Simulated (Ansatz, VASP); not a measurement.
# Two plane-wave programs on Si2Ni

The input INCAR:

```
SYSTEM = Si2Ni
ALGO = Normal
EDIFF = 1E-6
ENCUT = 520
GGA = PE
ISIF = 2
ISMEAR = 0
LASPH = .True.
LCHARG = .False.
LREAL = .False.
LWAVE = .False.
NBANDS = 16
NELM = 80
PREC = Accurate
SIGMA = 0.15
```

KPOINTS

```
k-points
0
Gamma
  16 16 16
  0 0 0
```

File POSCAR:

```
Si2Ni
1.0
    0.0000000000      2.6757531746      2.7234129004
    2.7710726262      0.0000000000      2.7234129004
    2.7710726262      2.6757531746      0.0000000000
Si Ni
2 1
Direct
    0.2500000000      0.2500000000      0.2500000000
    0.7500000000      0.7500000000      0.7500000000
    0.0000000000      0.0000000000      0.0000000000
```

Input for Ansatz:

```yaml
crystal:
  lattice:
    - [0.0, 2.6757531746, 2.7234129004]
    - [2.7710726262, 0.0, 2.7234129004]
    - [2.7710726262, 2.6757531746, 0.0]
  atoms:
    - { symbol: Si, position: [0.25, 0.25, 0.25] }
    - { symbol: Si, position: [0.75, 0.75, 0.75] }
    - { symbol: Ni, position: [0.0, 0.0, 0.0] }
basis:
  ecutwfc: 420
kpoints:
  mp_grid: { grid: [16, 16, 16] }
hamiltonian:
  xc: pbe
scf:
  occupations: { method: gaussian, width: 0.15 }
output:
  forces: true
  stress: true
  eigenvalues: true
```

Change from the starting cell: strain +0.0175 x Voigt [1, -1, 0, 0, 0, 0], atoms carried along.

Alike in both runs: task single point; functional PBE; k mesh 16 × 16 × 16; occupations gaussian, width 0.15 eV; no spin polarisation.

|  | VASP | Ansatz |
| --- | --- | --- |
| version | VASP 6.6.1 | Ansatz 0.2.0 |
| potentials or method | VASP PAW PBE potentials, release 64 (Si, Ni), cutoff 520 eV | scalar-relativistic, plane waves, PAW |
| valence electrons in the cell | 18 | 26 |

Ansatz gave:

```
gap on the k mesh at the Fermi level (eV)                     : none
pressure (GPa)                                                : -0.1
traceless stress, the component that is largest in VASP (GPa) : 0.89
```

Estimate VASP's values.

gap on the k mesh at the Fermi level (eV): none; pressure (GPa): -0.2; traceless stress, the component that is largest in VASP (GPa): 0.88.

A gap of «none» marks a metal or a gap that the smearing closes. VASP's potentials hold 18 valence electrons a cell and Ansatz's 26, so a difference there can come from the potentials and not from the codes.
